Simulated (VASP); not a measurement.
Wanted: the native input for a VASP 6.6.1 run.

```yaml
Task: single point
Functional: PBE
Potentials_or_basis: VASP PAW PBE potentials, release 64 (C)
Cutoff: 520 eV
k_mesh: 12 × 12 × 6
Occupations: gaussian, width 0.02 eV
Spin: no spin polarisation
Dipole_correction: no
Further_INCAR_settings: ALGO = Normal; EDIFF = 1e-06; NBANDS = 16
```

The structure of C lies in POSCAR:

```
C
1.0
    2.5115253329      0.0000000000      0.0000000000
   -1.2557626665      2.1750447405      0.0000000000
    0.0000000000      0.0000000000      4.1804313067
C
4
Direct
    0.3333333333      0.6666666667      0.0627355063
    0.6666666667      0.3333333333      0.5627355063
    0.3333333333      0.6666666667      0.4372644937
    0.6666666667      0.3333333333      0.9372644937
```

The input as run:

INCAR

```
PREC = Accurate
ENCUT = 520
EDIFF = 1E-6
ISMEAR = 0
SIGMA = 0.02
LREAL = False
LASPH = True
NELM = 80
ALGO = Normal
ISIF = 2
LWAVE = False
LCHARG = False
GGA = PE
NBANDS = 16
```

KPOINTS

```
Automatic mesh
0
Gamma
  12 12 6
```

Potentials or basis: VASP PAW PBE potentials, release 64 (C).

Command:

```console
$ cat potpaw_PBE.64/C/POTCAR > POTCAR
$ mpirun -np 1 vasp_std > vasp.out
```

It gave:

* Pressure: 0.6 GPa
* Band gap on the k mesh: 3.34 eV (least direct gap 4.96 eV)

Run time: 18 s on 1 thread of AMD EPYC 7R43 64-Core Processor (Zen 3), with other jobs on the host, peak memory 0.11 GiB.
